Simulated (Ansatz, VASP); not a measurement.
# One calculation of Ge, two programs

```
Ge
1.0
     0.00000    2.86524    2.86524
     2.86524    0.00000    2.86524
     2.86524    2.86524    0.00000
Ge
2
Direct
  0.00000 0.00000 0.00000
  0.25000 0.25000 0.25000
```

Change from the starting cell: hydrostatic strain +1.0%.

Alike in both runs: task single point; functional PBE; k mesh 8 × 8 × 8; occupations fermi-dirac, width 0.02 eV; no spin polarisation.

|  | VASP | Ansatz |
| --- | --- | --- |
| version | VASP 6.6.1 | Ansatz 0.2.0 |
| potentials or method | VASP PAW PBE potentials, release 64 (Ge_d) | plane waves, PAW |
| plane-wave cutoff (eV) | 520 | 420 |
| valence electrons in the cell | 28 | 28 |

|  | VASP | Ansatz | Ansatz less VASP |
| --- | --- | --- | --- |
| pressure (GPa) | 0.9 | 1.0 | +0.08 |
